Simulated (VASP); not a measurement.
# MnAs (P6_3/mmc) in VASP: further runs

Runs on MnAs. Level: PBEsol. Tasks: single point.

Everything below comes from runs of VASP 6.6.1. Logs are shortened: lines on timing, memory, paths and dates and some standing lists are left out, and cuts for length are marked.

### 1 The cell of the first run

Symmetry: P6_3/mmc, No. 194, hexagonal system. The conventional cell has a = 3.571 Å, b = 3.571 Å, c = 5.338 Å, α = 90.00°, β = 90.00°, γ = 120.00°. Mn (site symmetry -3m) has 6 As at 2.46 Å and 2 Mn at 2.67 Å within 3.2 Å. Within 3.2 Å of As (site symmetry -6m2) lie 6 Mn at 2.46 Å.

### 2 Single point, PBEsol, collinear spin, ferromagnetic start

Input file INCAR:

```
PREC = Accurate
ENCUT = 520
EDIFF = 1E-6
ISMEAR = 0
SIGMA = 0.1
LREAL = F
LASPH = T
NELM = 150
ALGO = Normal
ISIF = 2
LWAVE = F
LCHARG = T
ISPIN = 2
MAGMOM = 2.76 2.76 0 0
LORBIT = 11
LMAXMIX = 4
GGA = PS
LELF = T
LVHAR = T
NBANDS = 30
```

Input file KPOINTS:

```
Automatic mesh
0
Gamma
  15 15 8
```

Input file POSCAR:

```
MnAs
1.0
    3.5707910688      0.0000000000      0.0000000000
   -1.7853955344      3.0923957772      0.0000000000
    0.0000000000      0.0000000000      5.3384356354
Mn As
2 2
Direct
    0.0000000000      0.0000000000      0.0000000000
    0.0000000000      0.0000000000      0.5000000000
    0.6666666667      0.3333333333      0.7500000000
    0.3333333333      0.6666666667      0.2500000000
```

Potentials or basis: VASP PAW PBE potentials, release 64 (Mn_pv, As).

Command:

```bash
cat potpaw_PBE.64/Mn_pv/POTCAR potpaw_PBE.64/As/POTCAR > POTCAR
mpirun -np 1 vasp_std > vasp.out
```

OUTCAR:

```text
PREC = Accurate
   ENCUT = 520
   EDIFF = 1E-6
   ISMEAR = 0
   LREAL = F
   LASPH = T
   NELM = 150
   ISIF = 2
   ISPIN = 2
   LORBIT = 11
   GGA = PS

 ion  position               nearest neighbor table
   1  0.000  0.000  0.000-   3 2.46   4 2.46   3 2.46   4 2.46   3 2.46   4 2.46   2 2.67   2 2.67

   2  0.000  0.000  0.500-   3 2.46   4 2.46   3 2.46   4 2.46   3 2.46   4 2.46   1 2.67   1 2.67

   3  0.667  0.333  0.750-   1 2.46   2 2.46   1 2.46   2 2.46   1 2.46   2 2.46
   4  0.333  0.667  0.250-   1 2.46   2 2.46   1 2.46   2 2.46   1 2.46   2 2.46

  LATTYP: Found a hexagonal cell.
 ALAT       =     3.5707910688
 C/A-ratio  =     1.4950288417

  Lattice vectors:

 A1 = (   3.5707910688,   0.0000000000,   0.0000000000)
 A2 = (  -1.7853955344,   3.0923957772,   0.0000000000)
 A3 = (   0.0000000000,   0.0000000000,   5.3384356354)

Analysis of symmetry for initial positions (statically):
=====================================================================
 Subroutine PRICEL returns:
 Original cell was already a primitive cell.

 Routine SETGRP: Setting up the symmetry group for a
 hexagonal supercell.

 Subroutine GETGRP returns: Found 24 space group operations
 (whereof 12 operations were pure point group operations)
 out of a pool of 24 trial point group operations.

The static configuration has the point symmetry D_3d.
 The point group associated with its full space group is D_6h.

Analysis of symmetry for dynamics (positions and initial velocities):
=====================================================================
 Subroutine PRICEL returns:
 Original cell was already a primitive cell.

 Routine SETGRP: Setting up the symmetry group for a
 hexagonal supercell.

 Subroutine GETGRP returns: Found 24 space group operations
 (whereof 12 operations were pure point group operations)
 out of a pool of 24 trial point group operations.

The dynamic configuration has the point symmetry D_3d.
 The point group associated with its full space group is D_6h.

Analysis of structural, dynamic, and magnetic symmetry:
=====================================================================
 Subroutine PRICEL returns:
 Original cell was already a primitive cell.

 Routine SETGRP: Setting up the symmetry group for a
 hexagonal supercell.

 Subroutine GETGRP returns: Found 24 space group operations
 (whereof 12 operations were pure point group operations)
 out of a pool of 24 trial point group operations.

The overall configuration has the point symmetry D_3d.
 The point group associated with its full space group is D_6h.

 Subroutine INISYM returns: Found 24 space group operations
 (whereof 12 operations are pure point group operations),
 and found     1 'primitive' translations

----------------------------------------------------------------------------------------

                                     Primitive cell

  volume of cell :      58.9486

  direct lattice vectors                    reciprocal lattice vectors
     3.570791069  0.000000000  0.000000000     0.280049989  0.161686937  0.000000000
    -1.785395534  3.092395777  0.000000000     0.000000000  0.323373873  0.000000000
     0.000000000  0.000000000  5.338435635     0.000000000  0.000000000  0.187320794

  length of vectors
     3.570791069  3.570791069  5.338435635     0.323373873  0.323373873  0.187320794

  position of ions in fractional coordinates (direct lattice)
     0.000000000  0.000000000  0.000000000
     0.000000000  0.000000000  0.500000000
     0.666666667  0.333333333  0.750000000
     0.333333333  0.666666667  0.250000000

  ion indices of the primitive-cell ions
   primitive index   ion index
                 1           1
                 2           2
                 3           3
                 4           4

----------------------------------------------------------------------------------------

 KPOINTS: Automatic mesh

Automatic generation of k-mesh.
 Grid dimensions read from file:
 generate k-points for:   15   15    8

 Generating k-lattice:

  Cartesian coordinates                     Fractional coordinates (reciprocal lattice)
     0.018669999  0.010779129  0.000000000     0.066666667  0.000000000  0.000000000
     0.000000000  0.021558258  0.000000000     0.000000000  0.066666667  0.000000000
     0.000000000  0.000000000  0.023415099     0.000000000  0.000000000  0.125000000

  Length of vectors
     0.021558258  0.021558258  0.023415099

  Shift w.r.t. Gamma in fractional coordinates (k-lattice)
     0.000000000  0.000000000  0.000000000

 Subroutine IBZKPT returns following result:
 ===========================================

 Found    135 irreducible k-points:

 Following reciprocal coordinates:
            Coordinates               Weight
  0.000000  0.000000  0.000000      1.000000
  0.066667  0.000000  0.000000      6.000000
  0.133333  0.000000  0.000000      6.000000
  0.200000  0.000000  0.000000      6.000000
  0.266667  0.000000  0.000000      6.000000
  0.333333  0.000000  0.000000      6.000000
[... 16 lines left out ...]
  0.333333  0.200000  0.000000     12.000000
  0.400000  0.200000  0.000000      6.000000
 [... further k-points ...]
   k-points           NKPTS =    135   k-points in BZ     NKDIM =    135   number of bands    NBANDS=     30
   number of dos      NEDOS =    301   number of ions     NIONS =      4
   total plane-waves  NPLWV =  31360
   dimension x,y,z NGX =    28 NGY =   28 NGZ =   40
   dimension x,y,z NGXF=    56 NGYF=   56 NGZF=   80
   ions per type =               2   2
   NGX,Y,Z   is equivalent  to a cutoff of  13.04, 13.04, 12.46 a.u.
   NGXF,Y,Z  is equivalent  to a cutoff of  26.07, 26.07, 24.91 a.u.
 SYSTEM =  unknown system
   PREC   = accura    normal or accurate (medium, high low for compatibility)
   ISTART =      0    job   : 0-new  1-cont  2-samecut
   ICHARG =      2    charge: 1-file 2-atom 10-const
   ISPIN  =      2    spin polarized calculation?
   LNONCOLLINEAR =      F non collinear calculations
   LSORBIT =      F    spin-orbit coupling
   LASPH  =      T    aspherical Exc in radial PAW
   ENCUT  =  520.0 eV  38.22 Ry    6.18 a.u.   6.64  6.64  9.93*2*pi/ulx,y,z
   NELM   =    150;   NELMIN=  2; NELMDL= -5     # of ELM steps
   EDIFF  = 0.1E-05   stopping-criterion for ELM
   LREAL  =      F    real-space projection
   EDIFFG = 0.1E-04   stopping-criterion for IOM
   NSW    =      0    number of steps for IOM
   IBRION =     -1    ionic relax: 0-MD 1-quasi-New 2-CG
   NFREE  =      0    steps in history (QN), initial steepest desc. (CG)
   ISIF   =      2    stress and relaxation
   ISYM   =      2    0-nonsym 1-usesym 2-fastsym
   POTIM  = 0.5000    time-step for ionic-motion
   TEBEG  =    0.0;   TEEND  =   0.0 temperature during run
   PSTRESS=    0.0 pullay stress
   NELECT =      36.0000    total number of electrons
   NUPDOWN=      -1.0000    fix difference up-down
   EMIN   =  10.00;   EMAX   =-10.00  energy-range for DOS
   EFERMI =   0.00;   METHOD = LEGACY
   ISMEAR =     0;   SIGMA  =   0.10  broadening in eV -4-tet -1-fermi 0-gaus
   EFERMI_NEDOS =   21; number of points for ismear=-14 and -15
   IALGO  =     38    algorithm
   IMIX   =      4    mixing-type and parameters
     AMIX     =   0.40;   BMIX     =  1.00
     AMIX_MAG =   1.60;   BMIX_MAG =  1.00
  volume/ion in A,a.u.               =      14.74        99.45
  Fermi-wavevector in a.u.,A,eV,Ry     =   1.388943  2.624722 26.247860  1.929163
  Thomas-Fermi vector in A             =   2.513021
   LORBIT       =     11    0 simple, 1 ext, 2 COOP (PROOUT), +10 PAW based schemes
   GGA     = PS    functional components
   LHFCALC =     F    Hartree Fock is set to
   AEXX    =    0.0000 exact exchange contribution
   IVDW    =     0    specifies the selected vdW correction
   LEPSILON=     F    determine dielectric tensor
   LRPA    =     F    only Hartree local field effects (RPA)
 spin polarized calculation
 Gauss-broadening in eV      SIGMA  =   0.10
  energy-cutoff  :      520.00
  volume of cell :       58.95
 maximum number of plane-waves:      1616
 NGX is ok and might be reduce to    28
   NGX = 13   NGY = 13   NGZ = 19

 number of electron      36.0000037 magnetization       4.8439476

 Free energy of the ion-electron system (eV)
  ---------------------------------------------------
  ext. energy  EPLUGINS =         0.00000000
  ---------------------------------------------------
  free energy    TOTEN  =       -30.53599101 eV

  energy without entropy =      -30.52030574  energy(sigma->0) =      -30.52814838

 E-fermi :   8.1537     XC(G=0): -12.0095

 val. band max:        8.1525466222   @ k =   0.0667   0.0000   0.2500
 cond. band min:       8.1538492807   @ k =   0.2000   0.0000   0.5000
 fundamental gap:      0.0013026585
 Fermi energy:         8.1537208429

 spin component 1

 k-point     1 :       0.0000    0.0000    0.0000
  band No.  band energies     occupation
      1     -41.1494      1.00000
      2     -41.1494      1.00000
      3     -41.1286      1.00000
      4     -41.1286      1.00000
      5     -41.0378      1.00000
      6     -40.8386      1.00000
[... 22 lines left out ...]
     29      19.1943      0.00000
     30      19.1943      0.00000

 k-point     2 :       0.0667    0.0000    0.0000
  band No.  band energies     occupation
      1     -41.1500      1.00000
      2     -41.1495      1.00000
      3     -41.1291      1.00000
      4     -41.1287      1.00000
      5     -41.0377      1.00000
      6     -40.8386      1.00000
[... 22 lines left out ...]
     29      18.2729      0.00000
     30      18.5582      0.00000

 k-point     3 :       0.1333    0.0000    0.0000
  band No.  band energies     occupation
      1     -41.1517      1.00000
      2     -41.1500      1.00000
      3     -41.1306      1.00000
      4     -41.1291      1.00000
      5     -41.0373      1.00000
      6     -40.8384      1.00000
[... 682 lines left out ...]
     29      18.5803      0.00000
     30      19.7032      0.00000

 k-point    24 :       0.4000    0.2000    0.0000
  band No.  band energies     occupation
      1     -41.1619      1.00000
      2     -41.1560      1.00000
      3     -41.1388      1.00000
      4     -41.1337      1.00000
      5     -41.0346      1.00000
      6     -40.8371      1.00000
[... 22 lines left out ...]
     29      19.4682      0.00000
     30      19.5873      0.00000

 [... further k-points ...]

 spin component 2

 k-point     1 :       0.0000    0.0000    0.0000
  band No.  band energies     occupation
      1     -38.6245      1.00000
      2     -38.5096      1.00000
      3     -38.5096      1.00000
      4     -38.4858      1.00000
      5     -38.4858      1.00000
      6     -38.4020      1.00000
[... 22 lines left out ...]
     29      19.7624      0.00000
     30      19.9864      0.00000

 k-point     2 :       0.0667    0.0000    0.0000
  band No.  band energies     occupation
      1     -38.6243      1.00000
      2     -38.5104      1.00000
      3     -38.5098      1.00000
      4     -38.4864      1.00000
      5     -38.4860      1.00000
      6     -38.4020      1.00000
[... 22 lines left out ...]
     29      18.9761      0.00000
     30      18.9975      0.00000

 k-point     3 :       0.1333    0.0000    0.0000
  band No.  band energies     occupation
      1     -38.6238      1.00000
      2     -38.5125      1.00000
      3     -38.5104      1.00000
      4     -38.4882      1.00000
      5     -38.4863      1.00000
      6     -38.4018      1.00000
[... 682 lines left out ...]
     29      18.8720      0.00000
     30      19.8390      0.00000

 k-point    24 :       0.4000    0.2000    0.0000
  band No.  band energies     occupation
      1     -38.6203      1.00000
      2     -38.5249      1.00000
      3     -38.5177      1.00000
      4     -38.4980      1.00000
      5     -38.4919      1.00000
      6     -38.4002      1.00000
[... 22 lines left out ...]
     29      19.6888      0.00000
     30      19.6904      0.00000

 [... further k-points ...]

------------------------ aborting loop because EDIFF is reached ----------------------------------------

  FORCE on cell =-STRESS in cart. coord.  units (eV):
  Direction    XX          YY          ZZ          XY          YZ          ZX
  --------------------------------------------------------------------------------------
  -------------------------------------------------------------------------------------
  Total        0.1128876      0.1128876      0.1299687     -0.0000000     -0.0000000     -0.0000000
  in kB        3.0681972      3.0681972      3.5324480     -0.0000000     -0.0000000     -0.0000000
  external PRESSURE =       3.2229475 kB  Pullay stress =       0.0000000 kB

 VOLUME and BASIS-vectors are now :
 -----------------------------------------------------------------------------
  energy-cutoff  :      520.00
  volume of cell :       58.95
      direct lattice vectors                 reciprocal lattice vectors
     3.570791069  0.000000000  0.000000000     0.280049989  0.161686937  0.000000000
    -1.785395534  3.092395777  0.000000000     0.000000000  0.323373873  0.000000000
     0.000000000  0.000000000  5.338435635     0.000000000  0.000000000  0.187320794

 POSITION                                       TOTAL-FORCE (eV/Angst)
 -----------------------------------------------------------------------------------
      0.00000      0.00000      0.00000         0.000000      0.000000      0.000000
      0.00000      0.00000      2.66922         0.000000      0.000000      0.000000
      1.78540      1.03080      4.00383        -0.000000     -0.000000      0.000000
     -0.00000      2.06160      1.33461         0.000000      0.000000     -0.000000
 -----------------------------------------------------------------------------------
    total drift:                               -0.000000      0.000000     -0.000000

  FREE ENERGIE OF THE ION-ELECTRON SYSTEM (eV)
  ---------------------------------------------------
  free  energy   TOTEN  =       -30.5359910080 eV

  energy  without entropy=      -30.5203057444  energy(sigma->0) =      -30.52814838

 total charge

# of ion       s       p       d       tot
------------------------------------------
    1        0.313   6.308   5.199  11.820
    2        0.313   6.308   5.199  11.820
    3        1.211   1.562   0.079   2.853
    4        1.211   1.562   0.079   2.853
--------------------------------------------------
tot          3.048  15.740  10.557  29.346

 magnetization (x)

# of ion       s       p       d       tot
------------------------------------------
    1        0.026   0.023   2.421   2.470
    2        0.026   0.023   2.421   2.470
    3       -0.004  -0.095   0.006  -0.092
    4       -0.004  -0.095   0.006  -0.092
--------------------------------------------------
tot          0.045  -0.144   4.854   4.755
```

Run time: 3.9 min. Hardware: 1 thread of Intel Xeon Platinum 8559C (Emerald Rapids), shared host; peak memory 0.44 GiB.

What came out:

```
Free energy                                           : -30.5360 eV
Pressure                                              : 0.3 GPa
Net moment                                            : 4.84 μB per cell
Site moments                                          : Mn +2.47; As -0.09 μB
Valence electrons inside the program's atomic spheres : Mn 11.82; As 2.85
```

Caveat: the PAW data sets were made with another functional, which shifts forces and pressure a little; only a ferromagnetic start was run, and an antiferromagnetic order may lie lower in energy.

### 3 Single point, PBEsol, collinear spin, ferrimagnetic start

This run uses another cell than the first one, of 14.86 Å³/atom, 1.009 times its volume.

Input file INCAR:

```
  PREC = Accurate
  ENCUT = 520
  EDIFF = 1E-6
  ISMEAR = 0
  SIGMA = 0.1
  LREAL = F
  LASPH = T
  NELM = 150
  ALGO = Normal
  ISIF = 2
  LWAVE = F
  LCHARG = F
  ISPIN = 2
  MAGMOM = 3.54 3.54 -0.14 -0.14
  LORBIT = 11
  LMAXMIX = 4
  GGA = PS
  NBANDS = 30
```

Input file KPOINTS:

```
Automatic mesh
0
Gamma
  6 6 4
```

Input file POSCAR:

```
MnAs
1.0
    3.5812963141      0.0000000000      0.0000000000
   -1.7906481571      3.1014935865      0.0000000000
    0.0000000000      0.0000000000      5.3530987963
Mn As
2 2
Direct
    0.0000000000      0.0000000000      0.0000000000
    0.0000000000      0.0000000000      0.5000000000
    0.6666666667      0.3333333333      0.7500000000
    0.3333333333      0.6666666667      0.2500000000
```

Potentials or basis: VASP PAW PBE potentials, release 64 (Mn_pv, As).

Command:

```bash
cat potpaw_PBE.64/Mn_pv/POTCAR potpaw_PBE.64/As/POTCAR > POTCAR
mpirun -np 1 vasp_std > vasp.out
```

It took 45 s on 1 thread of Intel Xeon Platinum 8559C (Emerald Rapids), shared host; peak memory 0.22 GiB.

Results (log left out):

- Free energy: -30.5296 eV
- Pressure: 0.3 GPa
- Net moment: 5.09 μB per cell
- Site moments: Mn +2.58; As -0.09 μB
- Valence electrons inside the program's atomic spheres: Mn 11.80; As 2.85

Levels at points of the mesh, in eV from the Fermi level:
Spin up:
| k point | band 17 | band 18 | band 19 | band 20 | band 21 | band 22 | band 23 | band 24 |
| --- | --- | --- | --- | --- | --- | --- | --- | --- |
| (0.00, 0.00, 0.00) | -1.33 | -1.33 | 0.40 | 0.75 | 0.75 | 2.10 | 3.67 | 3.67 |
| (0.50, 0.00, 0.00) | -1.81 | -1.80 | -1.68 | -1.38 | -1.15 | 0.26 | 1.91 | 4.09 |
| (0.00, 0.00, 0.50) | -2.30 | -2.30 | -0.47 | -0.47 | 2.69 | 2.69 | 2.69 | 2.69 |
| (0.50, 0.00, 0.50) | -1.89 | -1.89 | -1.55 | -1.55 | 0.88 | 0.88 | 2.17 | 2.17 |
Spin down:
```tsv
k point	band 11	band 12	band 13	band 14	band 15	band 16	band 17	band 18	band 19	band 20
(0.00, 0.00, 0.00)	-3.41	-1.73	-0.66	-0.66	-0.32	-0.32	0.80	0.80	1.15	1.15
(0.50, 0.00, 0.00)	-3.56	-3.54	-3.22	-2.25	-1.94	0.46	0.48	0.53	0.61	1.24
(0.00, 0.00, 0.50)	-2.42	-2.42	-2.42	-2.42	0.02	0.02	0.02	0.02	0.80	0.80
(0.50, 0.00, 0.50)	-2.79	-2.79	-2.55	-2.55	-0.40	-0.40	0.70	0.70	0.83	0.83
```

Caveat: the PAW data sets were made with another functional, which shifts forces and pressure a little.
